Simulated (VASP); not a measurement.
# ZrC (I4mm) in VASP: notebook, part 2 of 2

VASP 6.6.1. Earlier steps stand in the parts before.

**3. Single point, PBE**

INCAR

```
SYSTEM = ZrC
ALGO = Normal
EDIFF = 1E-7
ENCUT = 520
GGA = PE
ISIF = 2
ISMEAR = 0
LASPH = .True.
LCHARG = .False.
LREAL = .False.
LWAVE = .False.
NBANDS = 15
NELM = 60
PREC = Accurate
SIGMA = 0.15
```

KPOINTS

```
k-points
0
Gamma
  18 18 18
  0 0 0
```

POSCAR

```
ZrC
1.0
    0.0000000000      2.3502100000      2.3502100000
    2.3502100000      0.0000000000      2.3502100000
    2.3502100000      2.3502100000      0.0000000000
Zr C
1 1
Direct
    0.5000000000      0.5000000000      0.5000000000
   -0.0398900524     -0.0398900524      0.0398900524
```

Potentials or basis: VASP PAW PBE potentials, release 64 (Zr_sv, C).

Started as:

```
$ cat potpaw_PBE.64/Zr_sv/POTCAR potpaw_PBE.64/C/POTCAR > POTCAR
$ mpirun -np 1 vasp_std > vasp.out
```

OUTCAR:

```text
SYSTEM = ZrC
   EDIFF = 1E-7
   ENCUT = 520
   GGA = PE
   ISIF = 2
   ISMEAR = 0
   LASPH = .True.
   LREAL = .False.
   NELM = 60
   PREC = Accurate

 ion  position               nearest neighbor table
   1  0.500  0.500  0.500-   2 2.16   2 2.36   2 2.36   2 2.36   2 2.36   2 2.54
   2  0.960  0.960  0.040-   1 2.16   1 2.36   1 2.36   1 2.36   1 2.36   1 2.54

  LATTYP: Found a face centered cubic cell.
 ALAT       =     4.7004200000

  Lattice vectors:

 A1 = (   0.0000000000,   2.3502100000,   2.3502100000)
 A2 = (   2.3502100000,   0.0000000000,   2.3502100000)
 A3 = (   2.3502100000,   2.3502100000,   0.0000000000)

Analysis of symmetry for initial positions (statically):
=====================================================================
 Subroutine PRICEL returns:
 Original cell was already a primitive cell.

 Routine SETGRP: Setting up the symmetry group for a
 face centered cubic supercell.

 Subroutine GETGRP returns: Found  8 space group operations
 (whereof  8 operations were pure point group operations)
 out of a pool of 48 trial point group operations.

The static configuration has the point symmetry C_4v.
[... 175 lines left out ...]
      5      -1.6572      2.00000
      6       9.5723      1.71930
      7       9.5723      1.71930
      8       9.8352      0.16137
      9      10.7066      0.00000
     10      11.7820      0.00000
     11      11.7820      0.00000
     12      12.4306      0.00000
     13      13.3998      0.00000
     14      16.8177      0.00000
[... 401 lines left out ...]
      2     -16.9345      2.00000
      3     -16.2949      2.00000
      4     -16.2818      2.00000
      5       0.6539      2.00000
      6       5.2022      2.00000
      7       6.9425      2.00000
      8       7.2491      2.00000
      9      12.6448      0.00000
     10      13.5760      0.00000
     11      13.8903      0.00000
     12      17.6760      0.00000
     13      18.2877      0.00000
     14      19.1756      0.00000
     15      23.5875      0.00000

 [... further k-points ...]

------------------------ aborting loop because EDIFF is reached ----------------------------------------

  FORCE on cell =-STRESS in cart. coord.  units (eV):
  Direction    XX          YY          ZZ          XY          YZ          ZX
  --------------------------------------------------------------------------------------
  -------------------------------------------------------------------------------------
  Total        0.1685475      0.1685475      1.7354163      0.0000000      0.0000000      0.0000000
  in kB       10.4011853     10.4011853    107.0937804      0.0000000      0.0000000      0.0000000
  external PRESSURE =      42.6320503 kB  Pullay stress =       0.0000000 kB

 VOLUME and BASIS-vectors are now :
 -----------------------------------------------------------------------------
  energy-cutoff  :      520.00
  volume of cell :       25.96
      direct lattice vectors                 reciprocal lattice vectors
     0.000000000  2.350210000  2.350210000    -0.212746946  0.212746946  0.212746946
     2.350210000  0.000000000  2.350210000     0.212746946 -0.212746946  0.212746946
     2.350210000  2.350210000  0.000000000     0.212746946  0.212746946 -0.212746946

 POSITION                                       TOTAL-FORCE (eV/Angst)
 -----------------------------------------------------------------------------------
      2.35021      2.35021      2.35021         0.000000      0.000000     -1.426617
      2.35021      2.35021      4.51292         0.000000      0.000000      1.426617
 -----------------------------------------------------------------------------------
    total drift:                                0.000000      0.000000      0.000005

  FREE ENERGIE OF THE ION-ELECTRON SYSTEM (eV)
  ---------------------------------------------------
  free  energy   TOTEN  =       -19.3379643025 eV

  energy  without entropy=      -19.3361405774  energy(sigma->0) =      -19.33705244
```

OSZICAR:

```text
N       E                     dE             d eps       ncg     rms          rms(c)
DAV:   1     0.972785059029E+02    0.97279E+02   -0.82198E+03 14416   0.104E+03
DAV:   2    -0.168022957998E+02   -0.11408E+03   -0.10711E+03 18187   0.286E+02
DAV:   3    -0.227729117280E+02   -0.59706E+01   -0.59325E+01 25078   0.542E+01
DAV:   4    -0.228723424121E+02   -0.99431E-01   -0.99393E-01 16758   0.543E+00
DAV:   5    -0.228735838052E+02   -0.12414E-02   -0.12414E-02 19467   0.487E-01    0.211E+01
DAV:   6    -0.194403251024E+02    0.34333E+01   -0.65975E+00 17123   0.229E+01    0.717E+00
DAV:   7    -0.193516272417E+02    0.88698E-01   -0.57170E-01 16183   0.585E+00    0.621E+00
DAV:   8    -0.193639484950E+02   -0.12321E-01   -0.26127E-01 18768   0.412E+00    0.448E+00
DAV:   9    -0.193380425018E+02    0.25906E-01   -0.49168E-02 16675   0.168E+00    0.479E-01
DAV:  10    -0.193379752495E+02    0.67252E-04   -0.26613E-03 18697   0.469E-01    0.358E-02
DAV:  11    -0.193379675329E+02    0.77166E-05   -0.72348E-05 17411   0.828E-02    0.242E-02
DAV:  12    -0.193379645717E+02    0.29613E-05   -0.29602E-06 18271   0.177E-02    0.802E-03
DAV:  13    -0.193379644512E+02    0.12046E-06   -0.35990E-07 18546   0.462E-03    0.187E-03
DAV:  14    -0.193379643307E+02    0.12052E-06   -0.28422E-08 11029   0.149E-03    0.389E-04
DAV:  15    -0.193379643025E+02    0.28131E-07   -0.39393E-09  9685   0.574E-04
   1 F= -.19337964E+02 E0= -.19337052E+02  d E =-.182373E-02
```

stdout:

```text
POSCAR found type information on POSCAR ZrC
 POSCAR found :  2 types and       2 ions
 scaLAPACK will be used
 LDA part: xc-table for (Slater+PW92), standard interpolation
 POSCAR, INCAR and KPOINTS ok, starting setup
 FFT: planning ... GRIDC
 FFT: planning ... GRID_SOFT
 FFT: planning ... GRID
 WAVECAR not read
 entering main loop
```

Wall time 2.8 min (1 thread of AMD EPYC 9R45 (Zen 5), shared host); peak memory 0.28 GiB.

Results:

```
Free energy            : -19.3380 eV
Pressure               : 4.3 GPa
Largest force          : 1.427 eV/Å
Band gap on the k mesh : zero (bands 8 and 9 overlap by 0.92 eV)
```

Forces in eV/Å, atoms in the order of the input:
```
Zr   0.000  0.000 -1.427
C    0.000  0.000  1.427
```

Stress tensor (GPa, compression positive):
```
 1.04  0.00  0.00
 0.00  1.04  0.00
 0.00  0.00 10.71
```

Caveat: the cell differs from its parent crystal (all C atoms moved +0.188 Å, as atom 2 towards its neighbour atom 1 (Zr) at 2.350 Å); the cell stands under pressure; forces of over 1 eV/Å act on the atoms, so gaps and moduli don't describe the material at rest.
